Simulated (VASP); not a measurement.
Wanted: the native input for a VASP 6.6.1 run.

```yaml
Task: single point
Functional: r2SCAN
Dispersion: rVV10
Potentials_or_basis: VASP PAW PBE potentials, release 64 (Zr_sv, S)
Cutoff: 550 eV
k_mesh: 6 × 6 × 4
Occupations: gaussian, width 0.1 eV
Spin: no spin polarisation
Dipole_correction: no
Further_INCAR_settings: ALGO = Normal; EDIFF = 1e-06; NBANDS = 19
```

Crystal: ZrS2 (scanv).

```
Zr S
1.0
     3.69138    0.00000    0.00000
    -1.84569    3.19683    0.00000
     0.00000    0.00000    6.04108
Zr S
1 2
Direct
  0.00000 0.00000 0.00000
  0.66667 0.33333 0.76209
  0.33333 0.66667 0.23791
```

The input as run:

POSCAR

```
ZrS2
1.0
    3.6913825500      0.0000000000      0.0000000000
   -1.8456912700      3.1968310600      0.0000000000
    0.0000000000      0.0000000000      6.0410770100
Zr S
1 2
Direct
    0.0000000000      0.0000000000      0.0000000000
    0.6666666700      0.3333333300      0.7620900300
    0.3333333300      0.6666666700      0.2379099700
```

INCAR.step1

```
SYSTEM = ZrS2
PREC     = Accurate       ! precision mode
ENCUT    = 550            ! plane-wave cutoff, eV
ISMEAR   = 0              ! smearing method
SIGMA    = 0.1            ! smearing width, eV
LREAL    = .FALSE.        ! projectors in reciprocal space
LASPH    = .TRUE.         ! aspherical terms in the spheres
NELM     = 120            ! most SCF steps
NBANDS   = 19             ! bands
GGA      = PE             ! functional
ALGO     = Normal         ! electronic algorithm
EDIFF    = 1E-5           ! SCF threshold, eV
LWAVE    = .TRUE.         ! write WAVECAR
LCHARG   = .FALSE.        ! write CHGCAR
GGA_COMPAT= .FALSE.
```

INCAR.step2

```
SYSTEM = ZrS2
PREC     = Accurate       ! precision mode
ENCUT    = 550            ! plane-wave cutoff, eV
EDIFF    = 1E-6           ! SCF threshold, eV
ISMEAR   = 0              ! smearing method
SIGMA    = 0.1            ! smearing width, eV
LREAL    = .FALSE.        ! projectors in reciprocal space
LASPH    = .TRUE.         ! aspherical terms in the spheres
NELM     = 120            ! most SCF steps
ALGO     = Normal         ! electronic algorithm
ISIF     = 2              ! what is computed and relaxed
LWAVE    = .FALSE.        ! write WAVECAR
LCHARG   = .FALSE.        ! write CHGCAR
METAGGA  = R2SCAN         ! meta-GGA
LMIXTAU  = .TRUE.       
LUSE_VDW = .TRUE.       
IVDW_NL  = 2            
BPARAM   = 11.95        
CPARAM   = 0.0093       
NBANDS   = 19             ! bands
ISTART   = 1            
GGA_COMPAT= .FALSE.
```

KPOINTS

```
Automatic mesh
0
G
  6 6 4
  0 0 0
```

Potentials or basis: VASP PAW PBE potentials, release 64 (Zr_sv, S).

Run with:

```bash
$ cat potpaw_PBE.64/Zr_sv/POTCAR potpaw_PBE.64/S/POTCAR > POTCAR
$ cp INCAR.step1 INCAR
$ mpirun -np 1 vasp_std > vasp.out
$ cp INCAR.step2 INCAR
$ mpirun -np 1 vasp_std > vasp.out
```

Results of the run:

```yaml
Pressure: -0.7 GPa
Largest_force: 0.025 eV/Å
Band_gap_on_the_k_mesh: 1.37 eV, indirect (least direct gap 1.95 eV)
```

Caveat: the PAW data sets were made with another functional, which shifts forces and pressure a little.

Wall time 2.9 min on 1 thread of Intel(R) Xeon(R) Platinum 8488C (Sapphire Rapids), on a shared host, peak memory 0.36 GiB.
